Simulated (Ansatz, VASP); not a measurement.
Two plane-wave programs on Sn3O2

```
CELL_PARAMETERS angstrom
3.10001 1.78979 5.64249
-3.10001 1.78979 5.64249
0.00000 -3.57959 5.64249
ATOMIC_POSITIONS crystal
Sn 0.05625 0.44375 0.75000
Sn 0.75000 0.05625 0.44375
Sn 0.44375 0.75000 0.05625
Sn 0.94375 0.55625 0.25000
Sn 0.25000 0.94375 0.55625
Sn 0.55625 0.25000 0.94375
O 0.85218 0.85218 0.85218
O 0.64782 0.64782 0.64782
O 0.14782 0.14782 0.14782
O 0.35218 0.35218 0.35218
```

Alike in both runs: task single point; functional PBE; k mesh 6 × 6 × 6; occupations gaussian, width 0.1 eV; no spin polarisation.

|  | VASP | Ansatz |
| --- | --- | --- |
| version | VASP 6.6.1 | Ansatz 0.2.0 |
| potentials or method | VASP PAW PBE potentials, release 64 (Sn_d, O), cutoff 520 eV | scalar-relativistic, plane waves, PAW |
| valence electrons in the cell | 108 | 108 |

Ansatz gave:

* gap on the k mesh at the Fermi level (eV): none
* pressure (GPa): 4.9
* traceless stress, the component that is largest in VASP (GPa): -0.16
* rms of the force components (eV/Å): 0.376

Q: What did VASP give for the same quantities?

A: gap on the k mesh at the Fermi level (eV): none; pressure (GPa): 4.9; traceless stress, the component that is largest in VASP (GPa): -0.17; rms of the force components (eV/Å): 0.375.

Atom by atom the forces differ by 0.001 eV/Å (rms over components). A gap of «none» marks a metal or a gap that the smearing closes. The functional is the same, so the differences come from potentials, cutoffs and numerics.
